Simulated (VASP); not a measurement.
# SiNi (Pmmn) in VASP: relaxation of shape and atoms at fixed volume with r2SCAN

Aim: the relaxation of shape and atoms at fixed volume of SiNi with r2SCAN.

Everything below comes from runs of VASP 6.6.1. Logs are shortened: lines on timing, memory, paths and dates and some standing lists are left out, and cuts for length are marked.

### 1 The cell of the first run

Symmetry: Pmmn, No. 59, orthorhombic system. Conventional cell: a = 2.833 Å, b = 3.261 Å, c = 4.608 Å, α = 90.00°, β = 90.00°, γ = 90.00°. Si (site symmetry mm2) has 6 Ni at 2.30 to 2.33 Å and 6 Si at 2.60 to 2.83 Å within 3.0 Å. Ni (site symmetry mm2) has 6 Si at 2.30 to 2.33 Å and 6 Ni at 2.60 to 2.83 Å within 3.0 Å.

### 2 Relaxation of shape and atoms at fixed volume, r2SCAN (10.65 Å³/atom)

Input file POSCAR:

```
SiNi
1.0
    2.8332809790      0.0000000000      0.0000000000
    0.0000000000      3.2614349895      0.0000000000
    0.0000000000      0.0000000000      4.6084236746
Si Ni
2 2
Direct
    0.0000000000      0.0000000000      0.1562908172
    0.5000000000      0.5000000000      0.8437091828
    0.0000000000      0.0000000000      0.6562666941
    0.5000000000      0.5000000000      0.3437333059
```

Input file INCAR.step1:

```
PREC = Accurate
ENCUT = 660
ISMEAR = 0
SIGMA = 0.1
LREAL = False
LASPH = True
NELM = 120
GGA = PE
ALGO = Normal
EDIFF = 1E-5
LWAVE = True
LCHARG = False
GGA_COMPAT = False
IBRION = 2
ISIF = 3
EDIFFG = -0.005
NELMIN = 4
NSW = 100
KPAR = 4
```

Input file INCAR.step2:

```
PREC = Accurate
ENCUT = 660
EDIFF = 1E-7
ISMEAR = 0
SIGMA = 0.1
LREAL = False
LASPH = True
NELM = 120
ALGO = Normal
ISIF = 4
LWAVE = False
LCHARG = False
METAGGA = R2SCAN
LMIXTAU = True
IBRION = 2
NSW = 50
EDIFFG = -0.01
ISTART = 1
GGA_COMPAT = False
NELMIN = 4
KPAR = 4
```

Input file KPOINTS:

```
regular mesh
0
Gamma
  14 12 10
```

Potentials or basis: VASP PAW PBE potentials, release 64 (Si, Ni).

On the command line:

```
> cat potpaw_PBE.64/Si/POTCAR potpaw_PBE.64/Ni/POTCAR > POTCAR
> cp INCAR.step1 INCAR
> mpirun -np 4 vasp_std > vasp.out
> cp INCAR.step2 INCAR
> mpirun -np 4 vasp_std > vasp.out
```

OUTCAR:

```text
PREC = Accurate
   ENCUT = 660
   EDIFF = 1E-7
   ISMEAR = 0
   LREAL = False
   LASPH = True
   NELM = 120
   ISIF = 4
   METAGGA = R2SCAN
   IBRION = 2
   NSW = 50
   EDIFFG = -0.01
   ISTART = 1
   NELMIN = 4

 ion  position               nearest neighbor table
   1  0.000  0.000  0.156-   3 2.30   3 2.30   4 2.33   4 2.33   4 2.33   4 2.33   2 2.60   2 2.60
                             2 2.60   2 2.60
   2  0.500  0.500  0.844-   4 2.30   4 2.30   3 2.33   3 2.33   3 2.33   3 2.33   1 2.60   1 2.60
                             1 2.60   1 2.60
   3  0.000  0.000  0.656-   1 2.30   1 2.30   2 2.33   2 2.33   2 2.33   2 2.33   4 2.60   4 2.60
                             4 2.60   4 2.60
   4  0.500  0.500  0.344-   2 2.30   2 2.30   1 2.33   1 2.33   1 2.33   1 2.33   3 2.60   3 2.60
                             3 2.60   3 2.60

  LATTYP: Found a simple orthorhombic cell.
 ALAT       =     2.8332809790
 B/A-ratio  =     1.1511159725
 C/A-ratio  =     1.6265325285

  Lattice vectors:

 A1 = (   2.8332809790,   0.0000000000,   0.0000000000)
 A2 = (   0.0000000000,   3.2614349895,   0.0000000000)
 A3 = (   0.0000000000,   0.0000000000,   4.6084236746)

Analysis of symmetry for initial positions (statically):
=====================================================================
 Subroutine PRICEL returns:
 Original cell was already a primitive cell.

 Routine SETGRP: Setting up the symmetry group for a
 simple orthorhombic supercell.

 Subroutine GETGRP returns: Found  8 space group operations
 (whereof  4 operations were pure point group operations)
 out of a pool of  8 trial point group operations.

The static configuration has the point symmetry C_2v.
 The point group associated with its full space group is D_2h.

Analysis of symmetry for dynamics (positions and initial velocities):
=====================================================================
 Subroutine PRICEL returns:
 Original cell was already a primitive cell.

 Routine SETGRP: Setting up the symmetry group for a
 simple orthorhombic supercell.

 Subroutine GETGRP returns: Found  8 space group operations
 (whereof  4 operations were pure point group operations)
 out of a pool of  8 trial point group operations.

The dynamic configuration has the point symmetry C_2v.
 The point group associated with its full space group is D_2h.

 Subroutine INISYM returns: Found  8 space group operations
 (whereof  4 operations are pure point group operations),
 and found     1 'primitive' translations

----------------------------------------------------------------------------------------

                                     Primitive cell

  volume of cell :      42.5844

  direct lattice vectors                    reciprocal lattice vectors
     2.833280979  0.000000000  0.000000000     0.352947698  0.000000000  0.000000000
     0.000000000  3.261434990  0.000000000     0.000000000  0.306613501  0.000000000
     0.000000000  0.000000000  4.608423675     0.000000000  0.000000000  0.216993938

  length of vectors
     2.833280979  3.261434990  4.608423675     0.352947698  0.306613501  0.216993938

  position of ions in fractional coordinates (direct lattice)
     0.000000000  0.000000000  0.156290817
     0.500000000  0.500000000  0.843709183
     0.000000000  0.000000000  0.656266694
     0.500000000  0.500000000  0.343733306

  ion indices of the primitive-cell ions
   primitive index   ion index
                 1           1
                 2           2
                 3           3
                 4           4

----------------------------------------------------------------------------------------

 KPOINTS: regular mesh

Automatic generation of k-mesh.
 Grid dimensions read from file:
 generate k-points for:   14   12   10

 Generating k-lattice:

  Cartesian coordinates                     Fractional coordinates (reciprocal lattice)
     0.025210550  0.000000000  0.000000000     0.071428571  0.000000000  0.000000000
     0.000000000  0.025551125  0.000000000     0.000000000  0.083333333  0.000000000
     0.000000000  0.000000000  0.021699394     0.000000000  0.000000000  0.100000000

  Length of vectors
     0.025210550  0.025551125  0.021699394

  Shift w.r.t. Gamma in fractional coordinates (k-lattice)
     0.000000000  0.000000000  0.000000000

 Subroutine IBZKPT returns following result:
 ===========================================

 Found    336 irreducible k-points:

 Following reciprocal coordinates:
            Coordinates               Weight
  0.000000  0.000000  0.000000      1.000000
  0.071429  0.000000  0.000000      2.000000
  0.142857  0.000000  0.000000      2.000000
  0.214286  0.000000  0.000000      2.000000
  0.285714  0.000000  0.000000      2.000000
  0.357143  0.000000  0.000000      2.000000
[... 16 lines left out ...]
  0.428571  0.166667  0.000000      4.000000
  0.500000  0.166667  0.000000      2.000000
 [... further k-points ...]
   k-points           NKPTS =    336   k-points in BZ     NKDIM =    336   number of bands    NBANDS=     18
   number of dos      NEDOS =    301   number of ions     NIONS =      4
   total plane-waves  NPLWV =  26880
   dimension x,y,z NGX =    24 NGY =   28 NGZ =   40
   dimension x,y,z NGXF=    48 NGYF=   56 NGZF=   80
   ions per type =               2   2
   NGX,Y,Z   is equivalent  to a cutoff of  14.08, 14.27, 14.43 a.u.
   NGXF,Y,Z  is equivalent  to a cutoff of  28.16, 28.55, 28.86 a.u.
 SYSTEM =  unknown system
   PREC   = accura    normal or accurate (medium, high low for compatibility)
   ISTART =      1    job   : 0-new  1-cont  2-samecut
   ICHARG =      0    charge: 1-file 2-atom 10-const
   ISPIN  =      1    spin polarized calculation?
   LNONCOLLINEAR =      F non collinear calculations
   LSORBIT =      F    spin-orbit coupling
   LASPH  =      T    aspherical Exc in radial PAW
   ENCUT  =  660.0 eV  48.51 Ry    6.96 a.u.   5.93  6.83  9.65*2*pi/ulx,y,z
   NELM   =    120;   NELMIN=  4; NELMDL=  0     # of ELM steps
   EDIFF  = 0.1E-06   stopping-criterion for ELM
   LREAL  =      F    real-space projection
   EDIFFG = -.1E-01   stopping-criterion for IOM
   NSW    =     50    number of steps for IOM
   IBRION =      2    ionic relax: 0-MD 1-quasi-New 2-CG
   NFREE  =      1    steps in history (QN), initial steepest desc. (CG)
   ISIF   =      4    stress and relaxation
   ISYM   =      2    0-nonsym 1-usesym 2-fastsym
   POTIM  = 0.5000    time-step for ionic-motion
   TEBEG  =    0.0;   TEEND  =   0.0 temperature during run
   PSTRESS=    0.0 pullay stress
   NELECT =      28.0000    total number of electrons
   NUPDOWN=      -1.0000    fix difference up-down
   EMIN   =  10.00;   EMAX   =-10.00  energy-range for DOS
   EFERMI =   0.00;   METHOD = LEGACY
   ISMEAR =     0;   SIGMA  =   0.10  broadening in eV -4-tet -1-fermi 0-gaus
   EFERMI_NEDOS =   21; number of points for ismear=-14 and -15
   IALGO  =     38    algorithm
   IMIX   =      4    mixing-type and parameters
     AMIX     =   0.40;   BMIX     =  1.00
     AMIX_MAG =   1.60;   BMIX_MAG =  1.00
  volume/ion in A,a.u.               =      10.65        71.84
  Fermi-wavevector in a.u.,A,eV,Ry     =   1.423565  2.690147 27.572708  2.026537
  Thomas-Fermi vector in A             =   2.544149
   LORBIT       =      0    0 simple, 1 ext, 2 COOP (PROOUT), +10 PAW based schemes
   METAGGA = R2SCAN    functional components
   LHFCALC =     F    Hartree Fock is set to
   AEXX    =    0.0000 exact exchange contribution
   IVDW    =     0    specifies the selected vdW correction
   LEPSILON=     F    determine dielectric tensor
   LRPA    =     F    only Hartree local field effects (RPA)
 conjugate gradient relaxation of ions
 non-spin polarized calculation
 Gauss-broadening in eV      SIGMA  =   0.10
  energy-cutoff  :      660.00
  volume of cell :       42.58
 maximum number of plane-waves:      1664
 NGX is ok and might be reduce to    24
   NGX = 11   NGY = 13   NGZ = 19

--------------------------------------- Ionic step        1  -------------------------------------------

 number of electron      27.9999991 magnetization

 Free energy of the ion-electron system (eV)
  ---------------------------------------------------
  ext. energy  EPLUGINS =         0.00000000
  ---------------------------------------------------
  free energy    TOTEN  =       -43.00850974 eV

  energy without entropy =      -43.00428801  energy(sigma->0) =      -43.00639888

------------------------ aborting loop because EDIFF is reached ----------------------------------------

  FORCE on cell =-STRESS in cart. coord.  units (eV):
  Direction    XX          YY          ZZ          XY          YZ          ZX
  --------------------------------------------------------------------------------------
  -------------------------------------------------------------------------------------
  Total        3.0580700      3.3482557      3.7486631      0.0000000      0.0000000      0.0000000
  in kB      115.0554618    125.9732779    141.0380279      0.0000000      0.0000000      0.0000000
  external PRESSURE =     127.3555892 kB  Pullay stress =       0.0000000 kB
[... 289 lines left out ...]
  energy  without entropy=      -43.0072233396  energy(sigma->0) =      -43.00928676

--------------------------------------- Ionic step        9  -------------------------------------------

 number of electron      27.9999988 magnetization

 Free energy of the ion-electron system (eV)
  ---------------------------------------------------
  ext. energy  EPLUGINS =         0.00000000
  ---------------------------------------------------
  free energy    TOTEN  =       -43.01136248 eV

  energy without entropy =      -43.00723716  energy(sigma->0) =      -43.00929982

 E-fermi :  12.5880     XC(G=0): -13.9277

 val. band max:       12.5792585728   @ k =   0.2143   0.0833   0.3000
 cond. band min:      12.5919044198   @ k =   0.2857   0.0833   0.3000
 fundamental gap:      0.0126458470
 Fermi energy:        12.5879785023

 k-point     1 :       0.0000    0.0000    0.0000
  band No.  band energies     occupation
      1      -2.9175      2.00000
      2       3.4431      2.00000
      3       5.1229      2.00000
      4       7.7065      2.00000
      5       8.1481      2.00000
      6       9.3479      2.00000
[... 10 lines left out ...]
     17      18.0410      0.00000
     18      19.4676      0.00000
[... 466 lines left out ...]
      2       2.0697      2.00000
      3       6.8786      2.00000
      4       6.8786      2.00000
      5       7.6065      2.00000
      6       7.6065      2.00000
[... 10 lines left out ...]
     17      15.1134      0.00000
     18      15.1134      0.00000

 [... further k-points ...]

------------------------ aborting loop because EDIFF is reached ----------------------------------------

  FORCE on cell =-STRESS in cart. coord.  units (eV):
  Direction    XX          YY          ZZ          XY          YZ          ZX
  --------------------------------------------------------------------------------------
  -------------------------------------------------------------------------------------
  Total        3.2160289      3.2156800      3.2142624      0.0000000      0.0000000      0.0000000
  in kB      120.9984357    120.9853066    120.9319740      0.0000000      0.0000000      0.0000000
  external PRESSURE =     120.9719054 kB  Pullay stress =       0.0000000 kB
[... 19 lines left out ...]
  FREE ENERGIE OF THE ION-ELECTRON SYSTEM (eV)
  ---------------------------------------------------
  free  energy   TOTEN  =       -43.0113624793 eV

  energy  without entropy=      -43.0072371643  energy(sigma->0) =      -43.00929982

 reached required accuracy - stopping structural energy minimisation
```

It took 23 min on 4 MPI ranks of Intel Xeon 6975P-C (Granite Rapids), shared host; peak memory 0.46 GiB.

What came out:

```yaml
Free_energy: -43.0114 eV
Energy_gained_by_relaxing: 0.7 meV/atom
Ionic_steps: 9
Pressure_after_relaxing: 12.1 GPa
Band_gap_on_the_k_mesh: zero (bands 14 and 15 overlap by 2.00 eV)
```

Step by step:
| step | energy change (eV) | largest force (eV/Å) | pressure (GPa) | volume (Å³) |
| --- | --- | --- | --- | --- |
| 1 | 0.0000 | 0.1153 | 12.74 | 42.58 |
| 2 | -0.0023 | 0.0190 | 12.25 | 42.58 |
| 3 | -0.0023 | 0.0172 | 12.23 | 42.58 |
| 4 | -0.0026 | 0.0079 | 12.18 | 42.58 |
| 5 | -0.0027 | 0.0446 | 12.09 | 42.58 |
| 6 | -0.0027 | 0.0317 | 12.12 | 42.58 |
| 7 | -0.0028 | 0.0103 | 12.11 | 42.58 |
| 8 | -0.0028 | 0.0123 | 12.11 | 42.58 |
| 9 | -0.0029 | 0.0009 | 12.10 | 42.58 |

Final structure:
```xyz
4
Lattice="2.8100 0.0000 0.0000 0.0000 3.2754 0.0000 0.0000 0.0000 4.6269" Properties=species:S:1:pos:R:3 pbc="T T T"
Si    0.0000    0.0000    0.7197
Si    1.4050    1.6377    3.9072
Ni    0.0000    0.0000    3.0309
Ni    1.4050    1.6377    1.5960
```

Levels at points of the mesh, in eV from the Fermi level:
```csv
k point,band 10,band 11,band 12,band 13,band 14,band 15,band 16,band 17,band 18
"(0.00, 0.00, 0.00)",-3.08,-2.50,-2.18,-2.12,-1.87,2.33,2.63,5.45,6.88
"(0.50, 0.00, 0.00)",-2.94,-2.88,-2.88,-1.64,-1.64,2.18,2.18,3.60,3.60
"(0.00, 0.50, 0.00)",-3.14,-2.59,-2.59,-2.36,-2.36,1.23,1.23,6.22,6.22
"(0.50, 0.50, 0.00)",-3.71,-2.46,-2.46,-1.62,-1.62,1.96,1.96,2.15,2.15
"(0.00, 0.00, 0.50)",-2.99,-2.88,-2.17,0.96,1.25,1.94,2.35,3.80,3.96
"(0.50, 0.00, 0.50)",-2.75,-2.49,-2.49,-1.39,-1.39,3.70,3.70,5.77,5.77
"(0.00, 0.50, 0.50)",-2.90,-2.42,-2.42,-2.16,-2.16,5.40,5.40,6.69,6.69
"(0.50, 0.50, 0.50)",-3.24,-2.49,-2.49,-1.50,-1.50,-0.50,-0.50,1.48,1.48
```

Caveat: the PAW data sets were made with another functional, which shifts forces and pressure a little. Spin polarisation is off, so any magnetic state and its effect on volume and gap are missing.
